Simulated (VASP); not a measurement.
Write the native input for VASP 6.6.1 that does the following.

- Task: single point
- Functional: PBEsol
- Potentials or basis: VASP PAW PBE potentials, release 64 (W_sv)
- Cutoff: 520 eV
- k mesh: 8 × 8 × 8
- Occupations: gaussian, width 0.1 eV
- Spin: no spin polarisation
- Dipole correction: no
- Further INCAR settings: ALGO = Fast; EDIFF = 1e-07; NBANDS = 66

The structure of W lies in POSCAR:

```
W
1.0
    5.0320884294      0.0000000000      0.0000000000
    0.0000000000      5.0320884294      0.0000000000
    0.0000000000      0.0000000000      5.0320884294
W
8
Direct
    0.0000000000      0.0000000000      0.0000000000
    0.5000000000      0.5000000000      0.5000000000
    0.0000000000      0.5000000000      0.2500000000
    0.0000000000      0.5000000000      0.7500000000
    0.2500000000      0.0000000000      0.5000000000
    0.7500000000      0.0000000000      0.5000000000
    0.5000000000      0.7500000000      0.0000000000
    0.5000000000      0.2500000000      0.0000000000
```

These files were run (other wordings do the same):

INCAR

```
SYSTEM = W
PREC = Accurate ; ENCUT = 520
EDIFF = 1E-7 ; ISMEAR = 0
SIGMA = 0.1 ; LREAL = .False.
LASPH = .True. ; NELM = 100
ALGO = Fast ; ISIF = 2
LWAVE = .False. ; LCHARG = .False.
GGA = PS ; NBANDS = 66
```

KPOINTS

```
Automatic mesh
0
Gamma
  8 8 8
  0 0 0
```

Potentials or basis: VASP PAW PBE potentials, release 64 (W_sv).

Run with:

```bash
$ cat potpaw_PBE.64/W_sv/POTCAR > POTCAR
$ mpirun -np 1 vasp_std > vasp.out
```

It gave:

```json
{
  "Pressure": "0.7 GPa",
  "Band gap on the k mesh": "zero (bands 56 and 57 overlap by 0.93 eV)"
}
```

Caveat: the PAW data sets were made with another functional, which shifts forces and pressure a little; spin-orbit coupling is left out, which moves the levels of the heavy elements.

It took 5.9 min on 1 thread of Intel(R) Xeon(R) Platinum 8259CL CPU @ 2.50GHz (Skylake/Cascade Lake), on a shared host, peak memory 0.36 GiB.
